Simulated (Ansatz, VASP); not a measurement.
# SiSbTe3 in VASP and in Ansatz

File INCAR:

```
SYSTEM = SiSbTe3
ALGO = Normal
EDIFF = 1E-7
EDIFFG = -0.04
ENCUT = 500
GGA = PE
GGA_COMPAT = .False.
IBRION = 2
ISIF = 3
ISMEAR = 0
LASPH = .True.
LCHARG = .False.
LREAL = .False.
LWAVE = .False.
NELM = 120
NELMIN = 4
NSW = 90
PREC = Accurate
SIGMA = 0.1
```

The input KPOINTS:

```
k-points
0
Gamma
  4 4 4
  0 0 0
```

POSCAR

```
SiSbTe3
1.0
    5.1289166200      0.0000000000      0.0000000000
    0.0000000000      5.1289166200      0.0000000000
    0.0000000000      0.0000000000      5.1289166200
Si Sb Te
1 1 3
Direct
    0.0000000000      0.0000000000      0.0000000000
    0.5000000000      0.5000000000      0.5000000000
    0.0000000000      0.5000000000      0.5000000000
    0.5000000000      0.5000000000      0.0000000000
    0.5000000000      0.0000000000      0.5000000000
```

Input for Ansatz:

```yaml
crystal:
  lattice:
    - [5.12891662, 0.0, 0.0]
    - [0.0, 5.12891662, 0.0]
    - [0.0, 0.0, 5.12891662]
  atoms:
    - { symbol: Si, position: [0.0, 0.0, 0.0] }
    - { symbol: Sb, position: [0.5, 0.5, 0.5] }
    - { symbol: Te, position: [0.0, 0.5, 0.5] }
    - { symbol: Te, position: [0.5, 0.5, 0.0] }
    - { symbol: Te, position: [0.5, 0.0, 0.5] }
basis:
  ecutwfc: 420
kpoints:
  mp_grid: { grid: [4, 4, 4] }
hamiltonian:
  xc: pbe
scf:
  occupations: { method: gaussian, width: 0.1 }
  lower_state_search: "off"
output:
  forces: true
  stress: true
  eigenvalues: true
relax:
  adjacent_minimum: "off"
  f_tol: 0.04
  max_steps: 70
  cell: { stress_tol: 0.4 }
```

Change from the starting cell: species swapped into the ErRh3C type (Pm-3m, No. 221).

Alike in both runs: task relaxation of cell and atoms; functional PBE; k mesh 4 × 4 × 4; occupations gaussian, width 0.1 eV; no spin polarisation.

|  | VASP | Ansatz |
| --- | --- | --- |
| version | VASP 6.6.1 | Ansatz 0.2.0 |
| potentials or method | VASP PAW PBE potentials, release 64 (Si, Sb, Te), cutoff 500 eV | scalar-relativistic, plane waves, PAW |
| valence electrons in the cell | 27 | 67 |

|  | VASP | Ansatz | Ansatz less VASP |
| --- | --- | --- | --- |
| gap on the k mesh at the Fermi level, each at its own relaxed structure (eV) | none | none | - |
| relaxed volume (Å³/atom) | 37.50 | 37.13 | -0.363 |
| relaxed cell length with the largest relative difference (Å) | 5.723 | 5.705 | -0.0185 |

A gap of «none» marks a metal or a gap that the smearing closes. VASP's potentials hold 27 valence electrons a cell and Ansatz's 67, so a difference there can come from the potentials and not from the codes.

Neither program's run includes spin-orbit coupling. Noted on VASP's run: the volume moved by over 15 % at a fixed basis, so the end points are rough.
